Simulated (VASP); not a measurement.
# MgS (Fm-3m) in VASP: notebook

The runs below take MgS through single point, relaxation of the atoms, with LDA.

All numbers are computed with VASP 6.6.1; they aren't measurements. Logs are shortened: lines on timing, memory, paths and dates and some standing lists are left out, and cuts for length are marked.

### 1 The cell of the first run

The structure is cubic, space group Fm-3m (No. 225). Conventional cell: a = 5.079 Å, b = 5.079 Å, c = 5.079 Å, α = 90.00°, β = 90.00°, γ = 90.00°. Within 3.4 Å of Mg (site symmetry m-3m) lie 6 S at 2.54 Å. S (site symmetry m-3m) has 6 Mg at 2.54 Å within 3.4 Å.

### 2 Single point, LDA (strained cell)

Input file INCAR:

```
SYSTEM = MgS
PREC = Accurate ; ENCUT = 600
EDIFF = 1E-6 ; ISMEAR = 0
SIGMA = 0.02 ; LREAL = .False.
LASPH = .True. ; NELM = 120
ALGO = Normal ; ISIF = 2
LWAVE = .False. ; LCHARG = .False.
GGA = CA ; NBANDS = 11
GGA_COMPAT = .False.
```

Input file KPOINTS:

```
regular mesh
0
Gamma
  6 6 6
  0 0 0
```

Input file POSCAR:

```
MgS
1.0
    0.0000000000      2.5395368125      2.5395368125
    2.5395368125      0.0000000000      2.5395368125
    2.5395368125      2.5395368125      0.0000000000
Mg S
1 1
Direct
    0.0000000000      0.0000000000      0.0000000000
    0.5000000000      0.5000000000      0.5000000000
```

Potentials or basis: VASP PAW LDA potentials, release 64 (Mg, S).

The run is started by

```bash
$ cat potpaw_LDA.64/Mg/POTCAR potpaw_LDA.64/S/POTCAR > POTCAR
$ mpirun -np 1 vasp_std > vasp.out
```

OUTCAR:

```text
SYSTEM = MgS
   PREC = Accurate
   ENCUT = 600
   EDIFF = 1E-6
   ISMEAR = 0
   LREAL = .False.
   LASPH = .True.
   NELM = 120
   ISIF = 2
   GGA = CA

 ion  position               nearest neighbor table
   1  0.000  0.000  0.000-   2 2.54   2 2.54   2 2.54   2 2.54   2 2.54   2 2.54
   2  0.500  0.500  0.500-   1 2.54   1 2.54   1 2.54   1 2.54   1 2.54   1 2.54

  LATTYP: Found a face centered cubic cell.
 ALAT       =     5.0790736250

  Lattice vectors:

 A1 = (   0.0000000000,   2.5395368125,   2.5395368125)
 A2 = (   2.5395368125,   0.0000000000,   2.5395368125)
 A3 = (   2.5395368125,   2.5395368125,   0.0000000000)

Analysis of symmetry for initial positions (statically):
=====================================================================
 Subroutine PRICEL returns:
 Original cell was already a primitive cell.

 Routine SETGRP: Setting up the symmetry group for a
 face centered cubic supercell.

 Subroutine GETGRP returns: Found 48 space group operations
 (whereof 48 operations were pure point group operations)
 out of a pool of 48 trial point group operations.

The static configuration has the point symmetry O_h .

Analysis of symmetry for dynamics (positions and initial velocities):
=====================================================================
 Subroutine PRICEL returns:
 Original cell was already a primitive cell.

 Routine SETGRP: Setting up the symmetry group for a
 face centered cubic supercell.

 Subroutine GETGRP returns: Found 48 space group operations
 (whereof 48 operations were pure point group operations)
 out of a pool of 48 trial point group operations.

The dynamic configuration has the point symmetry O_h .

 Subroutine INISYM returns: Found 48 space group operations
 (whereof 48 operations are pure point group operations),
 and found     1 'primitive' translations

----------------------------------------------------------------------------------------

                                     Primitive cell

  volume of cell :      32.7562

  direct lattice vectors                    reciprocal lattice vectors
     0.000000000  2.539536813  2.539536813    -0.196886297  0.196886297  0.196886297
     2.539536813  0.000000000  2.539536813     0.196886297 -0.196886297  0.196886297
     2.539536813  2.539536813  0.000000000     0.196886297  0.196886297 -0.196886297

  length of vectors
     3.591447402  3.591447402  3.591447402     0.341017070  0.341017070  0.341017070

  position of ions in fractional coordinates (direct lattice)
     0.000000000  0.000000000  0.000000000
     0.500000000  0.500000000  0.500000000
[... 78 lines left out ...]
   PSTRESS=    0.0 pullay stress
   NELECT =       8.0000    total number of electrons
   NUPDOWN=      -1.0000    fix difference up-down
   EMIN   =  10.00;   EMAX   =-10.00  energy-range for DOS
   EFERMI =   0.00;   METHOD = LEGACY
   ISMEAR =     0;   SIGMA  =   0.02  broadening in eV -4-tet -1-fermi 0-gaus
   EFERMI_NEDOS =   21; number of points for ismear=-14 and -15
   IALGO  =     38    algorithm
   IMIX   =      4    mixing-type and parameters
     AMIX     =   0.40;   BMIX     =  1.00
     AMIX_MAG =   1.60;   BMIX_MAG =  1.00
  volume/ion in A,a.u.               =      16.38       110.52
  Fermi-wavevector in a.u.,A,eV,Ry     =   1.023309  1.933774 14.247507  1.047162
  Thomas-Fermi vector in A             =   2.157036
   LORBIT       =      0    0 simple, 1 ext, 2 COOP (PROOUT), +10 PAW based schemes
   GGA     = CA    functional components
   LHFCALC =     F    Hartree Fock is set to
   AEXX    =    0.0000 exact exchange contribution
   IVDW    =     0    specifies the selected vdW correction
   LEPSILON=     F    determine dielectric tensor
   LRPA    =     F    only Hartree local field effects (RPA)
 non-spin polarized calculation
 Gauss-broadening in eV      SIGMA  =   0.02
  energy-cutoff  :      600.00
  volume of cell :       32.76
 maximum number of plane-waves:      1113
 NGX is ok and might be reduce to    30
   NGX = 15   NGY = 15   NGZ = 15

 number of electron       8.0000001 magnetization

 Free energy of the ion-electron system (eV)
  ---------------------------------------------------
  ext. energy  EPLUGINS =         0.00000000
  ---------------------------------------------------
  free energy    TOTEN  =        -9.58455046 eV

  energy without entropy =       -9.58455046  energy(sigma->0) =       -9.58455046

 E-fermi :   4.3943     XC(G=0): -10.2888

 val. band max:        4.2624858970   @ k =   0.0000   0.0000   0.0000
 cond. band min:       6.9698740749   @ k =   0.5000   0.5000   0.0000
 fundamental gap:      2.7073881779
 Fermi energy:         4.3943058085

 k-point     1 :       0.0000    0.0000    0.0000
  band No.  band energies     occupation
      1      -8.8146      2.00000
      2       4.2625      2.00000
      3       4.2625      2.00000
      4       4.2625      2.00000
      5       8.3489      0.00000
      6      12.0400      0.00000
      7      12.0400      0.00000
      8      12.0400      0.00000
      9      14.5970      0.00000
     10      14.5970      0.00000
     11      16.7785      0.00000
[... 197 lines left out ...]
 k-point    16 :      -0.3333    0.5000    0.1667
  band No.  band energies     occupation
      1      -6.8013      2.00000
      2       0.0899      2.00000
      3       1.3681      2.00000
      4       1.7946      2.00000
      5       8.7161      0.00000
      6      10.3006      0.00000
      7      13.5687      0.00000
      8      14.2413      0.00000
      9      18.5301      0.00000
     10      19.7226      0.00000
     11      20.1818      0.00000

------------------------ aborting loop because EDIFF is reached ----------------------------------------

  FORCE on cell =-STRESS in cart. coord.  units (eV):
  Direction    XX          YY          ZZ          XY          YZ          ZX
  --------------------------------------------------------------------------------------
  -------------------------------------------------------------------------------------
  Total        0.4211684      0.4211684      0.4211684      0.0000000     -0.0000000     -0.0000000
  in kB       20.6002644     20.6002644     20.6002644      0.0000000     -0.0000000     -0.0000000
  external PRESSURE =      20.6002644 kB  Pullay stress =       0.0000000 kB

 VOLUME and BASIS-vectors are now :
 -----------------------------------------------------------------------------
  energy-cutoff  :      600.00
  volume of cell :       32.76
      direct lattice vectors                 reciprocal lattice vectors
     0.000000000  2.539536813  2.539536813    -0.196886297  0.196886297  0.196886297
     2.539536813  0.000000000  2.539536813     0.196886297 -0.196886297  0.196886297
     2.539536813  2.539536813  0.000000000     0.196886297  0.196886297 -0.196886297

 POSITION                                       TOTAL-FORCE (eV/Angst)
 -----------------------------------------------------------------------------------
      0.00000      0.00000      0.00000         0.000000     -0.000000     -0.000000
      2.53954      2.53954      2.53954        -0.000000      0.000000      0.000000
 -----------------------------------------------------------------------------------
    total drift:                               -0.000000     -0.000000      0.000000

  FREE ENERGIE OF THE ION-ELECTRON SYSTEM (eV)
  ---------------------------------------------------
  free  energy   TOTEN  =        -9.5845504604 eV

  energy  without entropy=       -9.5845504604  energy(sigma->0) =       -9.58455046
```

OSZICAR:

```text
N       E                     dE             d eps       ncg     rms          rms(c)
DAV:   1     0.241528850454E+02    0.24153E+02   -0.41041E+03   368   0.678E+02
DAV:   2    -0.857132548763E+01   -0.32724E+02   -0.31336E+02   431   0.111E+02
DAV:   3    -0.999620678912E+01   -0.14249E+01   -0.14224E+01   454   0.235E+01
DAV:   4    -0.100029101182E+02   -0.67033E-02   -0.67028E-02   427   0.185E+00
DAV:   5    -0.100029596303E+02   -0.49512E-04   -0.49512E-04   435   0.150E-01    0.475E+00
DAV:   6    -0.963840077347E+01    0.36456E+00   -0.75450E-01   397   0.345E+00    0.368E+00
DAV:   7    -0.958928305536E+01    0.49118E-01   -0.19083E-01   409   0.185E+00    0.225E+00
DAV:   8    -0.958486096031E+01    0.44221E-02   -0.10409E-02   379   0.568E-01    0.856E-01
DAV:   9    -0.958457335187E+01    0.28761E-03   -0.51241E-04   415   0.120E-01    0.364E-01
DAV:  10    -0.958455443442E+01    0.18917E-04   -0.50881E-05   410   0.349E-02    0.135E-01
DAV:  11    -0.958455042632E+01    0.40081E-05   -0.20250E-05   409   0.199E-02    0.160E-02
DAV:  12    -0.958455046035E+01   -0.34036E-07   -0.21119E-07   206   0.331E-03
   1 F= -.95845505E+01 E0= -.95845505E+01  d E =-.213209E-22
```

stdout:

```text
POSCAR found type information on POSCAR MgS
 POSCAR found :  2 types and       2 ions
 scaLAPACK will be used
 LDA part: xc-table for (Slater(with rela. corr.)+CA(PZ))
 , standard interpolation
 POSCAR, INCAR and KPOINTS ok, starting setup
 FFT: planning ... GRIDC
 FFT: planning ... GRID_SOFT
 FFT: planning ... GRID
 WAVECAR not read
 entering main loop
```

Wall time 7 s (1 thread of AMD EPYC 7R43 (Zen 3), shared host); peak memory 0.12 GiB.

Results:

| Property | Result |
| --- | --- |
| Free energy | -9.5846 eV |
| Pressure | 2.1 GPa |
| Band gap on the k mesh | 2.71 eV (least direct gap 4.09 eV) |

Levels at points of the mesh, in eV from the valence-band top:
| k point | band 2 | band 3 | band 4 | band 5 | band 6 | band 7 |
| --- | --- | --- | --- | --- | --- | --- |
| (0.00, 0.00, 0.00) | 0.00 | 0.00 | 0.00 | 4.09 | 7.78 | 7.78 |
| (0.50, 0.00, 0.00) | -5.31 | -0.68 | -0.68 | 4.48 | 6.82 | 6.82 |
| (0.50, 0.50, 0.00) | -4.65 | -1.88 | -1.88 | 2.71 | 4.01 | 12.52 |

Caveat: the cell differs from its parent crystal (strained cell). A k mesh can miss the band edges.

### 3 Single point, LDA

Input file INCAR:

```
PREC = Accurate
ENCUT = 600
EDIFF = 1E-6
ISMEAR = 0
SIGMA = 0.01
LREAL = F
LASPH = T
NELM = 120
ALGO = Normal
ISIF = 2
LWAVE = F
LCHARG = T
LELF = T
LVHAR = T
NBANDS = 11
GGA_COMPAT = F
```

Input file KPOINTS:

```
regular mesh
0
Gamma
  6 6 6
```

POSCAR is that of step 2.

Potentials or basis: VASP PAW LDA potentials, release 64 (Mg, S).

The run is started by

```bash
$ cat potpaw_LDA.64/Mg/POTCAR potpaw_LDA.64/S/POTCAR > POTCAR
$ mpirun -np 1 vasp_std > vasp.out
```

It took 7.7 s on 1 thread of AMD EPYC 7R43 (Zen 3), shared host; peak memory 0.12 GiB.

The run converged. Its results:

```
Free energy            : -9.5846 eV
Pressure               : 2.1 GPa
Band gap on the k mesh : 2.71 eV (least direct gap 4.09 eV)
```

Levels at points of the mesh, in eV from the valence-band top:
| k point | band 1 | band 2 | band 3 | band 4 | band 5 | band 6 | band 7 | band 8 |
| --- | --- | --- | --- | --- | --- | --- | --- | --- |
| (0.00, 0.00, 0.00) | -13.08 | 0.00 | 0.00 | 0.00 | 4.09 | 7.78 | 7.78 | 7.78 |
| (0.50, 0.00, 0.00) | -11.55 | -5.31 | -0.68 | -0.68 | 4.48 | 6.82 | 6.82 | 10.62 |
| (0.50, 0.50, 0.00) | -11.11 | -4.65 | -1.88 | -1.88 | 2.71 | 4.01 | 12.52 | 12.96 |

A k mesh can miss the band edges.

### 4 Single point, LDA

Input file INCAR:

```
SYSTEM = MgS
ALGO = Normal
EDIFF = 1E-6
ENCUT = 600
GGA = CA
GGA_COMPAT = .False.
ISIF = 2
ISMEAR = 0
LASPH = .True.
LCHARG = .False.
LREAL = .False.
LWAVE = .False.
NBANDS = 11
NELM = 120
PREC = Accurate
SIGMA = 0.01
```

Input file KPOINTS:

```
k-points
0
Gamma
  6 6 6
  0 0 0
```

POSCAR is that of step 3.

The run is started by

```bash
$ cat potpaw_LDA.64/Mg/POTCAR potpaw_LDA.64/S/POTCAR > POTCAR
$ mpirun -np 1 vasp_std > vasp.out
```

Wall time 6.6 s (1 thread of AMD EPYC 7R43 (Zen 3), shared host); peak memory 0.12 GiB.

The run converged. Its results:

```
Free energy            : -9.5846 eV
Pressure               : 2.1 GPa
Band gap on the k mesh : 2.71 eV (least direct gap 4.09 eV)
```

Levels at points of the mesh, in eV from the valence-band top:
| k point | band 1 | band 2 | band 3 | band 4 | band 5 | band 6 | band 7 | band 8 | band 9 |
| --- | --- | --- | --- | --- | --- | --- | --- | --- | --- |
| (0.00, 0.00, 0.00) | -13.08 | 0.00 | 0.00 | 0.00 | 4.09 | 7.78 | 7.78 | 7.78 | 10.33 |
| (0.50, 0.00, 0.00) | -11.55 | -5.31 | -0.68 | -0.68 | 4.48 | 6.82 | 6.82 | 10.62 | 12.37 |
| (0.50, 0.50, 0.00) | -11.11 | -4.65 | -1.88 | -1.88 | 2.71 | 4.01 | 12.52 | 12.96 | 13.85 |

A k mesh can miss the band edges.

### 5 Relaxation of the atoms, LDA (strained cell)

Input file INCAR:

```
SYSTEM = MgS
  ALGO = Normal
  EDIFF = 1E-7
  EDIFFG = -0.002
  ENCUT = 520
  GGA_COMPAT = .FALSE.
  IBRION = 2
  ISIF = 2
  ISMEAR = 0
  LASPH = .TRUE.
  LCHARG = .FALSE.
  LREAL = .FALSE.
  LWAVE = .FALSE.
  NELM = 120
  NELMIN = 4
  NSW = 60
  PREC = Accurate
  SIGMA = 0.02
```

Input file KPOINTS:

```
k-points
0
G
  6 6 6
  0 0 0
```

POSCAR is that of step 4.

The run is started by

```bash
$ cat potpaw_LDA.64/Mg/POTCAR potpaw_LDA.64/S/POTCAR > POTCAR
$ mpirun -np 1 vasp_std > vasp.out
```

It took 4.6 s on 1 thread of AMD EPYC 7R43 (Zen 3), shared host; peak memory 0.1 GiB.

The run converged. Its results:

| Quantity | Value |
| --- | --- |
| Free energy | -9.5841 eV |
| Pressure after relaxing | 2.0 GPa |
| Band gap on the k mesh | 2.71 eV (least direct gap 4.09 eV) |

Final structure:
```
CELL_PARAMETERS angstrom
0.00000 2.53954 2.53954
2.53954 0.00000 2.53954
2.53954 2.53954 0.00000
ATOMIC_POSITIONS crystal
Mg 0.00000 0.00000 0.00000
S 0.50000 0.50000 0.50000
```

Levels at points of the mesh, in eV from the valence-band top:
```
           k point  band 2  band 3  band 4  band 5  band 6  band 7
(0.00, 0.00, 0.00)    0.00    0.00    0.00    4.09    7.78    7.78
(0.50, 0.00, 0.00)   -5.31   -0.68   -0.68    4.48    6.82    6.82
(0.50, 0.50, 0.00)   -4.65   -1.88   -1.88    2.71    4.01   12.52
```

Caveat: the cell differs from its parent crystal (strained cell); the relaxation stopped at its first step, so nothing moved.

### 6 The runs side by side

```csv
task,cell,cutoff (eV),smearing,gap on the mesh (eV),pressure (GPa)
single point,as given,600,gaussian 0.02 eV,2.71,2.1
single point,as given,600,gaussian 0.01 eV,2.71,2.1
relaxation of the atoms,atoms relaxed,520,gaussian 0.02 eV,2.71,2.0
```

Alike in all rows: level LDA; potentials or basis VASP PAW LDA potentials, release 64 (Mg, S); no spin polarisation; k mesh 6 × 6 × 6.

Caveats: the relaxation stopped at its first step, so nothing moved (at least some runs).

Absolute energies hang on the potentials; compare differences alone.
